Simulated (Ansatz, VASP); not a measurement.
GaSb in VASP and in Ansatz

```xyz
2
Lattice="-1.5814 2.7189 2.9408 1.5814 -2.7189 2.9408 1.5814 2.7189 -2.9408" Properties=species:S:1:pos:R:3 pbc="T T T"
Ga    0.0000    0.0000    0.0000
Sb    0.0000    0.0000    2.9408
```

Alike in both runs: task single point; functional LDA; k mesh 8 × 8 × 8; occupations fermi-dirac, width 0.1 eV; no spin polarisation.

|  | VASP | Ansatz |
| --- | --- | --- |
| version | VASP 6.6.1 | Ansatz 0.2.0 |
| potentials or method | VASP PAW LDA potentials, release 64 (Ga_d, Sb), cutoff 500 eV | plane waves, PAW |
| valence electrons in the cell | 18 | 28 |

```csv
,VASP,Ansatz,Ansatz less VASP
pressure (GPa),-6.4,-6.3,+0.04
"traceless stress, the component that is largest in VASP (GPa)",2.27,2.26,-0.010
```

LDA's correlation is that of Perdew and Zunger in VASP and of Perdew and Wang (1992) in Ansatz. VASP's potentials hold 18 valence electrons a cell and Ansatz's 28, so a difference there can come from the potentials and not from the codes. Ansatz's warnings: stress scf threshold loose.

Spin-orbit coupling is off throughout.
